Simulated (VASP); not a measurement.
# Li (C2/m) in VASP: single point with PBE

Aim: the single point of Li with PBE.

Everything below comes from runs of VASP 6.6.1. Logs are shortened: lines on timing, memory, paths and dates and some standing lists are left out, and cuts for length are marked.

## 1. The cell of the first run

It takes space group C2/m (No. 12, monoclinic). Conventional cell: a = 5.190 Å, b = 2.998 Å, c = 4.942 Å, α = 90.00°, β = 92.37°, γ = 90.00°. Li (site symmetry m) has 12 Li at 2.77 to 3.15 Å within 3.6 Å.

## 2. Single point, PBE (strained and its atoms moved)

File INCAR:

```
  PREC = Accurate
  ENCUT = 520
  EDIFF = 1E-7
  ISMEAR = 0
  SIGMA = 0.1
  LREAL = False
  LASPH = True
  NELM = 80
  ALGO = Fast
  ISIF = 2
  LWAVE = False
  LCHARG = True
  GGA = PE
  LELF = True
  LVHAR = True
  NBANDS = 10
```

File KPOINTS:

```
regular mesh
0
Gamma
  14 14 8
```

File POSCAR:

```
Li
1.0
    2.9976683432      0.0000000000      0.0000000000
   -1.4988341716      2.5943865291      0.0538841379
    0.0000000000      0.1018600000      4.9413304600
Li
2
Direct
    0.3432269894      0.6864539790      0.2333880773
    0.6567730106      0.3135460210      0.7666119227
```

Potentials or basis: VASP PAW PBE potentials, release 64 (Li_sv).

Started as:

```console
$ cat potpaw_PBE.64/Li_sv/POTCAR > POTCAR
$ mpirun -np 1 vasp_std > vasp.out
```

OUTCAR:

```text
PREC = Accurate
   ENCUT = 520
   EDIFF = 1E-7
   ISMEAR = 0
   LREAL = False
   LASPH = True
   NELM = 80
   ISIF = 2
   GGA = PE

 ion  position               nearest neighbor table
   1  0.343  0.686  0.233-
   2  0.657  0.314  0.767-

  LATTYP: Found a base centered monoclinic cell.
 ALAT       =     5.1898920847
 B/A-ratio  =     0.5775974325
 C/A-ratio  =     0.9523088598
 COS(beta)  =    -0.0413656809

  Lattice vectors:

 A1 = (  -1.4988341716,  -2.5943865291,  -0.0538841379)
 A2 = (   1.4988341716,  -2.5943865291,  -0.0538841379)
 A3 = (   0.0000000000,   0.1018600000,   4.9413304600)

Analysis of symmetry for initial positions (statically):
=====================================================================
 Subroutine PRICEL returns:
 Original cell was already a primitive cell.

 Routine SETGRP: Setting up the symmetry group for a
 base centered monoclinic supercell.

 Subroutine GETGRP returns: Found  4 space group operations
 (whereof  4 operations were pure point group operations)
 out of a pool of  4 trial point group operations.

The static configuration has the point symmetry C_2h.

Analysis of symmetry for dynamics (positions and initial velocities):
=====================================================================
 Subroutine PRICEL returns:
 Original cell was already a primitive cell.

 Routine SETGRP: Setting up the symmetry group for a
 base centered monoclinic supercell.

 Subroutine GETGRP returns: Found  4 space group operations
 (whereof  4 operations were pure point group operations)
 out of a pool of  4 trial point group operations.

The dynamic configuration has the point symmetry C_2h.

 Subroutine INISYM returns: Found  4 space group operations
 (whereof  4 operations are pure point group operations),
 and found     1 'primitive' translations

----------------------------------------------------------------------------------------

                                     Primitive cell

  volume of cell :      38.4128

  direct lattice vectors                    reciprocal lattice vectors
     2.997668343  0.000000000  0.000000000     0.333592608  0.192806336 -0.003974487
    -1.498834172  2.594386529  0.053884138     0.000000000  0.385612673 -0.007948974
     0.000000000  0.101860000  4.941330460     0.000000000 -0.004205023  0.202461327

  length of vectors
     2.997668343  2.996706331  4.942380213     0.385323381  0.385694594  0.202504991

  position of ions in fractional coordinates (direct lattice)
     0.343226989  0.686453979  0.233388077
     0.656773011  0.313546021  0.766611923

  ion indices of the primitive-cell ions
   primitive index   ion index
                 1           1
                 2           2

----------------------------------------------------------------------------------------

 KPOINTS: regular mesh

Automatic generation of k-mesh.
 Grid dimensions read from file:
 generate k-points for:   14   14    8

 Generating k-lattice:

  Cartesian coordinates                     Fractional coordinates (reciprocal lattice)
     0.023828043  0.013771881 -0.000283892     0.071428571  0.000000000 -0.000000000
     0.000000000  0.027543762 -0.000567784     0.000000000  0.071428571 -0.000000000
     0.000000000 -0.000525628  0.025307666     0.000000000  0.000000000  0.125000000

  Length of vectors
     0.027523099  0.027549614  0.025313124

  Shift w.r.t. Gamma in fractional coordinates (k-lattice)
     0.000000000  0.000000000  0.000000000

 Subroutine IBZKPT returns following result:
 ===========================================

 Found    429 irreducible k-points:

 Following reciprocal coordinates:
            Coordinates               Weight
  0.000000  0.000000  0.000000      1.000000
  0.071429 -0.000000  0.000000      4.000000
  0.142857 -0.000000  0.000000      4.000000
  0.214286 -0.000000  0.000000      4.000000
  0.285714 -0.000000  0.000000      4.000000
  0.357143 -0.000000  0.000000      4.000000
[... 16 lines left out ...]
  0.071429  0.142857  0.000000      4.000000
  0.142857  0.142857  0.000000      4.000000
 [... further k-points ...]
   k-points           NKPTS =    429   k-points in BZ     NKDIM =    429   number of bands    NBANDS=     10
   number of dos      NEDOS =    301   number of ions     NIONS =      2
   total plane-waves  NPLWV =  23040
   dimension x,y,z NGX =    24 NGY =   24 NGZ =   40
   dimension x,y,z NGXF=    48 NGYF=   48 NGZF=   80
   ions per type =               2
   NGX,Y,Z   is equivalent  to a cutoff of  13.31, 13.31, 13.45 a.u.
   NGXF,Y,Z  is equivalent  to a cutoff of  26.62, 26.63, 26.91 a.u.
 SYSTEM =  unknown system
   PREC   = accura    normal or accurate (medium, high low for compatibility)
   ISTART =      0    job   : 0-new  1-cont  2-samecut
   ICHARG =      2    charge: 1-file 2-atom 10-const
   ISPIN  =      1    spin polarized calculation?
   LNONCOLLINEAR =      F non collinear calculations
   LSORBIT =      F    spin-orbit coupling
   LASPH  =      T    aspherical Exc in radial PAW
   ENCUT  =  520.0 eV  38.22 Ry    6.18 a.u.   5.57  5.57  9.19*2*pi/ulx,y,z
   NELM   =     80;   NELMIN=  2; NELMDL= -5     # of ELM steps
   EDIFF  = 0.1E-06   stopping-criterion for ELM
   LREAL  =      F    real-space projection
   EDIFFG = 0.1E-05   stopping-criterion for IOM
   NSW    =      0    number of steps for IOM
   IBRION =     -1    ionic relax: 0-MD 1-quasi-New 2-CG
   NFREE  =      0    steps in history (QN), initial steepest desc. (CG)
   ISIF   =      2    stress and relaxation
   ISYM   =      2    0-nonsym 1-usesym 2-fastsym
   POTIM  = 0.5000    time-step for ionic-motion
   TEBEG  =    0.0;   TEEND  =   0.0 temperature during run
   PSTRESS=    0.0 pullay stress
   NELECT =       6.0000    total number of electrons
   NUPDOWN=      -1.0000    fix difference up-down
   EMIN   =  10.00;   EMAX   =-10.00  energy-range for DOS
   EFERMI =   0.00;   METHOD = LEGACY
   ISMEAR =     0;   SIGMA  =   0.10  broadening in eV -4-tet -1-fermi 0-gaus
   EFERMI_NEDOS =   21; number of points for ismear=-14 and -15
   IALGO  =     68    algorithm
   IMIX   =      4    mixing-type and parameters
     AMIX     =   0.40;   BMIX     =  1.00
     AMIX_MAG =   1.60;   BMIX_MAG =  1.00
  volume/ion in A,a.u.               =      19.21       129.61
  Fermi-wavevector in a.u.,A,eV,Ry     =   0.881657  1.666091 10.576077  0.777320
  Thomas-Fermi vector in A             =   2.002183
   LORBIT       =      0    0 simple, 1 ext, 2 COOP (PROOUT), +10 PAW based schemes
   GGA     = PE    functional components
   LHFCALC =     F    Hartree Fock is set to
   AEXX    =    0.0000 exact exchange contribution
   IVDW    =     0    specifies the selected vdW correction
   LEPSILON=     F    determine dielectric tensor
   LRPA    =     F    only Hartree local field effects (RPA)
 non-spin polarized calculation
 RMM-DIIS sequential band-by-band and
 Gauss-broadening in eV      SIGMA  =   0.10
  energy-cutoff  :      520.00
  volume of cell :       38.41
 maximum number of plane-waves:      1059
   NGX = 11   NGY = 11   NGZ = 19

 number of electron       5.9999999 magnetization

 Free energy of the ion-electron system (eV)
  ---------------------------------------------------
  ext. energy  EPLUGINS =         0.00000000
  ---------------------------------------------------
  free energy    TOTEN  =        -3.78816531 eV

  energy without entropy =       -3.78335504  energy(sigma->0) =       -3.78576018

 E-fermi :   0.7530     XC(G=0):  -7.1717

 val. band max:        0.7525291241   @ k =  -0.4286   0.1429   0.5000
 cond. band min:       0.7546979837   @ k =   0.0000  -0.4286   0.3750
 fundamental gap:      0.0021688596
 Fermi energy:         0.7530074440

 k-point     1 :       0.0000    0.0000    0.0000
  band No.  band energies     occupation
      1     -45.6677      2.00000
      2     -45.6428      2.00000
      3      -2.8490      2.00000
      4       0.7098      1.45844
      5       3.7714      0.00000
      6      13.6891      0.00000
      7      13.9475      0.00000
      8      14.9977      0.00000
      9      15.4593      0.00000
     10      15.7843      0.00000

 k-point     2 :       0.0714   -0.0000    0.0000
  band No.  band energies     occupation
      1     -45.6667      2.00000
      2     -45.6423      2.00000
      3      -2.7662      2.00000
      4       0.8211      0.33527
      5       3.8027      0.00000
      6      12.8657      0.00000
      7      13.1713      0.00000
      8      15.0597      0.00000
      9      15.5909      0.00000
     10      15.9035      0.00000

 k-point     3 :       0.1429   -0.0000    0.0000
  band No.  band energies     occupation
      1     -45.6638      2.00000
      2     -45.6410      2.00000
      3      -2.5174      2.00000
      4       1.1547      0.00000
      5       3.8904      0.00000
      6      11.0373      0.00000
      7      12.1822      0.00000
      8      14.8195      0.00000
      9      15.2166      0.00000
     10      15.8009      0.00000

 k-point     4 :       0.2143   -0.0000    0.0000
  band No.  band energies     occupation
      1     -45.6596      2.00000
      2     -45.6391      2.00000
      3      -2.1026      2.00000
      4       1.7091      0.00000
      5       3.9983      0.00000
      6       9.1822      0.00000
      7      11.2902      0.00000
      8      13.4101      0.00000
      9      14.2090      0.00000
     10      14.8436      0.00000
[... 222 lines left out ...]
 k-point    22 :       0.0000    0.1429    0.0000
  band No.  band energies     occupation
      1     -45.6636      2.00000
      2     -45.6412      2.00000
      3      -2.5166      2.00000
      4       1.1532      0.00000
      5       3.8786      0.00000
      6      11.1199      0.00000
      7      12.1845      0.00000
      8      14.8882      0.00000
      9      15.2252      0.00000
     10      15.6329      0.00000

 k-point    23 :       0.0714    0.1429    0.0000
  band No.  band energies     occupation
      1     -45.6609      2.00000
      2     -45.6401      2.00000
      3      -2.2667      2.00000
      4       1.4851      0.00000
      5       3.9511      0.00000
      6      10.0949      0.00000
      7      11.0936      0.00000
      8      14.1897      0.00000
      9      14.8217      0.00000
     10      15.2233      0.00000

 k-point    24 :       0.1429    0.1429    0.0000
  band No.  band energies     occupation
      1     -45.6569      2.00000
      2     -45.6385      2.00000
      3      -1.8499      2.00000
      4       2.0367      0.00000
      5       4.0622      0.00000
      6       8.6995      0.00000
      7       9.8951      0.00000
      8      13.2702      0.00000
      9      13.8425      0.00000
     10      14.4488      0.00000

 [... further k-points ...]
[... 5 lines left out ...]
  --------------------------------------------------------------------------------------
  -------------------------------------------------------------------------------------
  Total        0.1617116      0.2662911      0.2026998      0.0000000     -0.0610309      0.0000000
  in kB        6.7449025     11.1068536      8.4544949      0.0000000     -2.5455638      0.0000000
  external PRESSURE =       8.7687503 kB  Pullay stress =       0.0000000 kB

 VOLUME and BASIS-vectors are now :
 -----------------------------------------------------------------------------
  energy-cutoff  :      520.00
  volume of cell :       38.41
      direct lattice vectors                 reciprocal lattice vectors
     2.997668343  0.000000000  0.000000000     0.333592608  0.192806336 -0.003974487
    -1.498834172  2.594386529  0.053884138     0.000000000  0.385612673 -0.007948974
     0.000000000  0.101860000  4.941330460     0.000000000 -0.004205023  0.202461327

 POSITION                                       TOTAL-FORCE (eV/Angst)
 -----------------------------------------------------------------------------------
     -0.00000      1.80470      1.19024        -0.000000     -0.037141      0.243920
      1.49883      0.89155      3.80498         0.000000      0.037141     -0.243920
 -----------------------------------------------------------------------------------
    total drift:                                0.000000     -0.000000     -0.000000

  FREE ENERGIE OF THE ION-ELECTRON SYSTEM (eV)
  ---------------------------------------------------
  free  energy   TOTEN  =        -3.7881653125 eV

  energy  without entropy=       -3.7833550416  energy(sigma->0) =       -3.78576018
```

Run time: 84 s. Hardware: 1 thread of Intel Xeon Platinum 8559C (Emerald Rapids), shared host; peak memory 0.24 GiB.

What came out:

- Free energy: -3.7882 eV
- Largest force: 0.247 eV/Å
- Band gap on the k mesh: zero (band 3 reaches 2.61 eV, above the bottom of band 4 at -1.65 eV)

Forces in eV/Å, atoms in the order of the input:
```
Li   0.000 -0.037  0.244
Li   0.000  0.037 -0.244
```

Levels at points of the mesh, in eV from the Fermi level:
| k point | band 1 | band 2 | band 3 | band 4 | band 5 | band 6 | band 7 |
| --- | --- | --- | --- | --- | --- | --- | --- |
| (0.00, 0.00, 0.00) | -46.42 | -46.40 | -3.60 | -0.04 | 3.02 | 12.94 | 13.19 |
| (0.50, 0.00, 0.00) | -46.40 | -46.39 | -0.12 | 1.24 | 4.81 | 6.05 | 6.36 |
| (0.00, 0.50, 0.00) | -46.39 | -46.39 | 0.04 | 0.95 | 4.85 | 5.88 | 7.01 |
| (0.00, 0.00, 0.50) | -46.41 | -46.40 | -2.55 | -2.41 | 7.68 | 8.67 | 13.62 |
| (0.50, 0.00, 0.50) | -46.40 | -46.39 | 0.54 | 0.93 | 3.63 | 3.74 | 9.97 |
| (0.00, 0.50, 0.50) | -46.39 | -46.39 | 0.58 | 0.77 | 3.58 | 4.07 | 9.95 |

Caveat: the cell differs from its parent crystal (strained and its atoms moved); the cutoff is under 1.25 times the usual one of these potentials, so pressure, stress and relaxed cells hold a basis-set (Pulay) error.
